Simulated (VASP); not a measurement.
# Ti9H in VASP: notebook

Runs on Ti9H. Level: PBE. Tasks: single point.

Program: VASP 6.6.1. These are calculated values, not measurements. Logs are shortened: lines on timing, memory, paths and dates and some standing lists are left out, and cuts for length are marked.

**1. The cell of the first run**

The cell holds a slab with vacuum, 10 atoms: a = 4.579 Å, b = 5.384 Å, c = 20.801 Å, α = 90.00°, β = 90.00°, γ = 115.17°.

**2. Single point, PBE**

Contents of INCAR:

```
  PREC = Accurate
  ENCUT = 520
  EDIFF = 1E-7
  ISMEAR = 0
  SIGMA = 0.1
  LREAL = False
  LASPH = True
  NELM = 60
  ALGO = Normal
  ISIF = 2
  LWAVE = False
  LCHARG = True
  LDIPOL = True
  IDIPOL = 3
  DIPOL = 0.5 0.5 0.337
  GGA = PE
  LELF = True
  LVHAR = True
  LVACPOTAV = True
  NBANDS = 66
```

Contents of KPOINTS:

```
regular mesh
0
Gamma
  7 6 1
```

Contents of POSCAR:

```
Ti9H
1.0
    4.5793473381      0.0000000000      0.0000000000
   -2.2896736690      4.8731803173      0.0000000000
    0.0000000000      0.0000000000     20.8008028311
Ti H
9 1
Direct
    0.5259511637      0.0519023274      0.1923002700
    0.8311413964      0.6622827928      0.2107665519
    0.1363316291      0.2726632583      0.2292328340
    0.3570925601      0.7141851202      0.3030979621
    0.6640847992      0.3281368264      0.3193552711
    0.9697449144      0.9393324533      0.3378269322
    0.1905287611      0.3816414126      0.4115069858
    0.5011079414      0.0025593214      0.4254608482
    0.8026484359      0.6055378280      0.4471367238
    1.3026484359      1.3555378280      0.4949373755
```

Potentials or basis: VASP PAW PBE potentials, release 64 (Ti_sv, H).

Run with:

```console
cat potpaw_PBE.64/Ti_sv/POTCAR potpaw_PBE.64/H/POTCAR > POTCAR
mpirun -np 1 vasp_std > vasp.out
```

OUTCAR:

```text
PREC = Accurate
   ENCUT = 520
   EDIFF = 1E-7
   ISMEAR = 0
   LREAL = False
   LASPH = True
   NELM = 60
   ISIF = 2
   GGA = PE

 ion  position               nearest neighbor table
   1  0.526  0.052  0.192-   3 2.64   3 2.64   4 2.83
   2  0.831  0.662  0.211-   5 2.78
   3  0.136  0.273  0.229-   1 2.64   1 2.64   4 2.64   6 2.78
   4  0.357  0.714  0.303-   6 2.64   6 2.64   3 2.64   7 2.78   1 2.83   8 2.91
   5  0.664  0.328  0.319-   8 2.72   2 2.78
   6  0.970  0.939  0.338-   4 2.64   4 2.64   7 2.64   3 2.78   9 2.80
   7  0.191  0.382  0.412-  10 1.83   9 2.64   9 2.64   6 2.64   4 2.78
   8  0.501  0.003  0.425-   5 2.72   4 2.91
   9  0.803  0.606  0.447-   7 2.64   7 2.64   6 2.80
  10  0.303  0.356  0.495-   7 1.83

  LATTYP: Found a base centered orthorhombic cell.
 ALAT       =     4.5793473381
 B/A-ratio  =     2.1283296319
 C/A-ratio  =     4.5423072974

  Lattice vectors:

 A1 = (   2.2896736690,  -4.8731803173,   0.0000000000)
 A2 = (   2.2896736691,   4.8731803173,   0.0000000000)
 A3 = (   0.0000000000,   0.0000000000,  20.8008028311)

Analysis of symmetry for initial positions (statically):
=====================================================================
 Subroutine PRICEL returns:
 Original cell was already a primitive cell.

 Routine SETGRP: Setting up the symmetry group for a
 base centered orthorhombic supercell.

 Subroutine GETGRP returns: Found  1 space group operations
 (whereof  1 operations were pure point group operations)
 out of a pool of  8 trial point group operations.

The static configuration has the point symmetry C_1 .

Analysis of symmetry for dynamics (positions and initial velocities):
=====================================================================
 Subroutine PRICEL returns:
 Original cell was already a primitive cell.

 Routine SETGRP: Setting up the symmetry group for a
 base centered orthorhombic supercell.

 Subroutine GETGRP returns: Found  1 space group operations
 (whereof  1 operations were pure point group operations)
 out of a pool of  8 trial point group operations.

The dynamic configuration has the point symmetry C_1 .

 Subroutine INISYM returns: Found  1 space group operations
 (whereof  1 operations are pure point group operations),
 and found     1 'primitive' translations

----------------------------------------------------------------------------------------

                                     Primitive cell

  volume of cell :     464.1904

  direct lattice vectors                    reciprocal lattice vectors
     4.579347338  0.000000000  0.000000000     0.218371730  0.102602401  0.000000000
    -2.289673669  4.873180317  0.000000000     0.000000000  0.205204802  0.000000000
     0.000000000  0.000000000 20.800802831     0.000000000  0.000000000  0.048075067

  length of vectors
     4.579347338  5.384281931 20.800802831     0.241274667  0.205204802  0.048075067

  position of ions in fractional coordinates (direct lattice)
     0.525951164  0.051902327  0.192300270
     0.831141396  0.662282793  0.210766552
     0.136331629  0.272663258  0.229232834
     0.357092560  0.714185120  0.303097962
     0.664084799  0.328136826  0.319355271
     0.969744914  0.939332453  0.337826932
     0.190528761  0.381641413  0.411506986
     0.501107941  0.002559321  0.425460848
     0.802648436  0.605537828  0.447136724
     0.302648436  0.355537828  0.494937376

  ion indices of the primitive-cell ions
   primitive index   ion index
                 1           1
                 2           2
                 3           3
                 4           4
                 5           5
                 6           6
                 7           7
                 8           8
                 9           9
                10          10
[... 30 lines left out ...]
|                                                                             |
|     Your reciprocal lattice and k-lattice belong to different lattice       |
|     classes:                                                                |
|                                                                             |
|        The reciprocal lattice is base centered orthorhombic,                |
|        whereas your k-lattice is simple monoclinic.                         |
|                                                                             |
|     Results are often still useful ...                                      |
|                                                                             |
 -----------------------------------------------------------------------------

 WARNING: IBZKPT: internal override: KBLOWUP is changed to .FALSE.
      ... skipping the blow-up phase ...

 Subroutine IBZKPT returns following result:
 ===========================================

 Found     22 irreducible k-points:

 Following reciprocal coordinates:
            Coordinates               Weight
  0.000000  0.000000  0.000000      1.000000
  0.142857  0.000000  0.000000      2.000000
  0.285714  0.000000  0.000000      2.000000
  0.428571  0.000000  0.000000      2.000000
  0.000000  0.166667  0.000000      2.000000
  0.142857  0.166667  0.000000      2.000000
[... 14 lines left out ...]
  0.285714  0.500000  0.000000      2.000000
  0.428571  0.500000  0.000000      2.000000
   k-points           NKPTS =     22   k-points in BZ     NKDIM =     22   number of bands    NBANDS=     66
   number of dos      NEDOS =    301   number of ions     NIONS =     10
   total plane-waves  NPLWV = 230400
   dimension x,y,z NGX =    36 NGY =   40 NGZ =  160
   dimension x,y,z NGXF=    72 NGYF=   80 NGZF=  320
   ions per type =               9   1
   NGX,Y,Z   is equivalent  to a cutoff of  13.07, 12.35, 12.79 a.u.
   NGXF,Y,Z  is equivalent  to a cutoff of  26.14, 24.70, 25.58 a.u.
 SYSTEM =  unknown system
   PREC   = accura    normal or accurate (medium, high low for compatibility)
   ISTART =      0    job   : 0-new  1-cont  2-samecut
   ICHARG =      2    charge: 1-file 2-atom 10-const
   ISPIN  =      1    spin polarized calculation?
   LNONCOLLINEAR =      F non collinear calculations
   LSORBIT =      F    spin-orbit coupling
   LASPH  =      T    aspherical Exc in radial PAW
   ENCUT  =  520.0 eV  38.22 Ry    6.18 a.u.   8.51 10.01 38.68*2*pi/ulx,y,z
   NELM   =     60;   NELMIN=  2; NELMDL= -5     # of ELM steps
   EDIFF  = 0.1E-06   stopping-criterion for ELM
   LREAL  =      F    real-space projection
   EDIFFG = 0.1E-05   stopping-criterion for IOM
   NSW    =      0    number of steps for IOM
   IBRION =     -1    ionic relax: 0-MD 1-quasi-New 2-CG
   NFREE  =      0    steps in history (QN), initial steepest desc. (CG)
   ISIF   =      2    stress and relaxation
   ISYM   =      2    0-nonsym 1-usesym 2-fastsym
   POTIM  = 0.5000    time-step for ionic-motion
   TEBEG  =    0.0;   TEEND  =   0.0 temperature during run
   PSTRESS=    0.0 pullay stress
   NELECT =     109.0000    total number of electrons
   NUPDOWN=      -1.0000    fix difference up-down
   EMIN   =  10.00;   EMAX   =-10.00  energy-range for DOS
   EFERMI =   0.00;   METHOD = LEGACY
   ISMEAR =     0;   SIGMA  =   0.10  broadening in eV -4-tet -1-fermi 0-gaus
   EFERMI_NEDOS =   21; number of points for ismear=-14 and -15
   IALGO  =     38    algorithm
   IMIX   =      4    mixing-type and parameters
     AMIX     =   0.40;   BMIX     =  1.00
     AMIX_MAG =   1.60;   BMIX_MAG =  1.00
  volume/ion in A,a.u.               =      46.42       313.25
  Fermi-wavevector in a.u.,A,eV,Ry     =   1.009993  1.908610 13.879105  1.020085
  Thomas-Fermi vector in A             =   2.142955
   LORBIT       =      0    0 simple, 1 ext, 2 COOP (PROOUT), +10 PAW based schemes
   GGA     = PE    functional components
   LHFCALC =     F    Hartree Fock is set to
   AEXX    =    0.0000 exact exchange contribution
   IVDW    =     0    specifies the selected vdW correction
   LEPSILON=     F    determine dielectric tensor
   LRPA    =     F    only Hartree local field effects (RPA)
 non-spin polarized calculation
 Gauss-broadening in eV      SIGMA  =   0.10
  energy-cutoff  :      520.00
  volume of cell :      464.19
 maximum number of plane-waves:     12546
 NGX is ok and might be reduce to    36
   NGX = 17   NGY = 19   NGZ = 77

 dipolmoment           0.000000      0.000000      0.017490 electrons x Angstroem

 number of electron     109.0000006 magnetization

 dipolmoment           0.000000      0.000000     -0.020926 electrons x Angstroem

 Free energy of the ion-electron system (eV)
  ---------------------------------------------------
  ext. energy  EPLUGINS =         0.00000000
  ---------------------------------------------------
  free energy    TOTEN  =       -68.89454747 eV

  energy without entropy =      -68.81134764  energy(sigma->0) =      -68.85294755

 E-fermi :   0.3206     XC(G=0):  -4.8846

 val. band max:        0.3169248250   @ k =   0.1429   0.5000   0.0000
 cond. band min:       0.3222261101   @ k =   0.4286   0.5000   0.0000
 fundamental gap:      0.0053012851
 Fermi energy:         0.3206260072

 k-point     1 :       0.0000    0.0000    0.0000
  band No.  band energies     occupation
      1     -56.6759      2.00000
      2     -56.6489      2.00000
      3     -56.6074      2.00000
      4     -56.5567      2.00000
      5     -56.3893      2.00000
      6     -56.2882      2.00000
[... 1507 lines left out ...]
     65       1.4760      0.00000
     66       1.5770      0.00000

------------------------ aborting loop because EDIFF is reached ----------------------------------------

  FORCE on cell =-STRESS in cart. coord.  units (eV):
  Direction    XX          YY          ZZ          XY          YZ          ZX
  --------------------------------------------------------------------------------------
  -------------------------------------------------------------------------------------
  Total       -6.9714858     -5.7555264     -0.4839445     -0.0143333      0.3560370      1.2495703
  in kB      -24.0624455    -19.8654985     -1.6703595     -0.0494722      1.2288803      4.3129569
  external PRESSURE =     -15.1994345 kB  Pullay stress =       0.0000000 kB

 VOLUME and BASIS-vectors are now :
 -----------------------------------------------------------------------------
  energy-cutoff  :      520.00
  volume of cell :      464.19
      direct lattice vectors                 reciprocal lattice vectors
     4.579347338  0.000000000  0.000000000     0.218371730  0.102602401  0.000000000
    -2.289673669  4.873180317  0.000000000     0.000000000  0.205204802  0.000000000
     0.000000000  0.000000000 20.800802831     0.000000000  0.000000000  0.048075067

 POSITION                                       TOTAL-FORCE (eV/Angst)
 -----------------------------------------------------------------------------------
      2.28967      0.25293      4.00000        -0.000843      0.025004      0.038046
      2.28967      3.22742      4.38411         0.012930     -0.272243      0.468453
     -0.00000      1.32874      4.76823        -0.059958      0.096242     -0.140394
      0.00000      3.48035      6.30468         0.040037      0.246113     -0.354125
      2.28975      1.59907      6.64285        -0.098720     -0.018711     -0.096762
      2.29003      4.57754      7.02707         0.042727     -0.164374     -0.060016
     -0.00134      1.85981      8.55968        -0.104223      0.143246     -0.054988
      2.28889      0.01247      8.84993        -0.079725      0.169694      0.113699
      2.28912      2.95090      9.30080        -0.636949     -0.307764      0.082449
      0.57187      1.73260     10.29509         0.884722      0.082793      0.003637
 -----------------------------------------------------------------------------------
    total drift:                                0.000074     -0.000191      0.000240

  FREE ENERGIE OF THE ION-ELECTRON SYSTEM (eV)
  ---------------------------------------------------
  free  energy   TOTEN  =       -68.8945474679 eV

  energy  without entropy=      -68.8113476363  energy(sigma->0) =      -68.85294755

 vacuum level on the upper side and lower side of the slab         4.171         4.340
```

It took 35 min on 1 thread of Intel Xeon 6975P-C (Granite Rapids), shared host; peak memory 0.78 GiB.

What came out:

```
Free energy            : -68.8945 eV
Largest force          : 0.889 eV/Å
Band gap on the k mesh : zero (an odd number of electrons rules out a gap without spin polarisation)
```

Forces on the atoms (eV/Å):
```
Ti  -0.001  0.025  0.038
Ti   0.013 -0.272  0.468
Ti  -0.060  0.096 -0.140
Ti   0.040  0.246 -0.354
Ti  -0.099 -0.019 -0.097
Ti   0.043 -0.164 -0.060
Ti  -0.104  0.143 -0.055
Ti  -0.080  0.170  0.114
Ti  -0.637 -0.308  0.082
H    0.885  0.083  0.004
```

Levels at points of the mesh, in eV from the Fermi level:
```tsv
k point	band 51	band 52	band 53	band 54	band 55	band 56	band 57	band 58	band 59	band 60
(0.00, 0.00, 0.00)	-0.62	-0.54	-0.08	-0.02	0.09	0.31	0.31	0.38	0.49	0.50
(0.00, 0.50, 0.00)	-0.65	-0.62	-0.37	-0.24	0.01	0.07	0.53	0.57	0.59	0.74
```

(Continued in part 2 of 2.)
